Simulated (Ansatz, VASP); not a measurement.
## AgI in VASP and in Ansatz

Contents of INCAR:

```
PREC = Accurate
ENCUT = 500
EDIFF = 1E-7
ISMEAR = -1
SIGMA = 0.1
LREAL = F
LASPH = T
NELM = 120
ALGO = Normal
ISIF = 3
LWAVE = F
LCHARG = F
GGA = CA
IBRION = 2
NSW = 100
EDIFFG = -0.002
GGA_COMPAT = F
NELMIN = 4
```

File KPOINTS:

```
regular mesh
0
Gamma
  10 10 10
```

The input POSCAR:

```
AgI
1.0
    3.2365000000      3.2365000000      0.0000000000
   -3.2365000000      3.2365000000      0.0000000000
    0.0000000000      3.2365000000      3.2365000000
Ag I
1 1
Direct
    0.0000000000      0.0000000000      0.0000000000
    0.7500000000      0.2500000000      0.5000000000
```

Input for Ansatz:

```yaml
crystal:
  lattice:
    - [3.2365, 3.2365, 0.0]
    - [-3.2365, 3.2365, 0.0]
    - [0.0, 3.2365, 3.2365]
  atoms:
    - { symbol: Ag, position: [0.0, 0.0, 0.0] }
    - { symbol: I, position: [0.75, 0.25, 0.5] }
kpoints:
  mp_grid: { grid: [10, 10, 10] }
scf:
  occupations: { method: fermi_dirac, width: 0.1 }
hamiltonian:
  xc: lda
  pseudopotentials: { kind: paw }
relax:
  f_tol: 0.002
  max_steps: 80
  cell: {}
output:
  forces: true
  stress: true
```

Alike in both runs: task relaxation of cell and atoms; functional LDA; k mesh 10 × 10 × 10; occupations fermi-dirac, width 0.1 eV; no spin polarisation.

|  | VASP | Ansatz |
| --- | --- | --- |
| version | VASP 6.6.1 | Ansatz 0.2.0 |
| potentials or method | VASP PAW LDA potentials, release 64 (Ag, I) | PAW with Ansatz's default frozen-core files, scalar-relativistic |
| plane-wave cutoff (eV) | 500 | 420 |
| valence electrons in the cell | 18 | 36 |

```csv
,VASP,Ansatz,Ansatz less VASP
relaxed volume (Å³/atom),31.97,31.97,+0.001
relaxed length of the cell vector where the two differ most in proportion (Å),4.489,4.489,+0.0001
```

LDA's correlation is that of Perdew and Zunger in VASP and of Perdew and Wang (1992) in Ansatz. VASP's potentials hold 18 valence electrons a cell and Ansatz's 36, so a difference there can come from the potentials and not from the codes.

Neither program's run includes spin-orbit coupling.
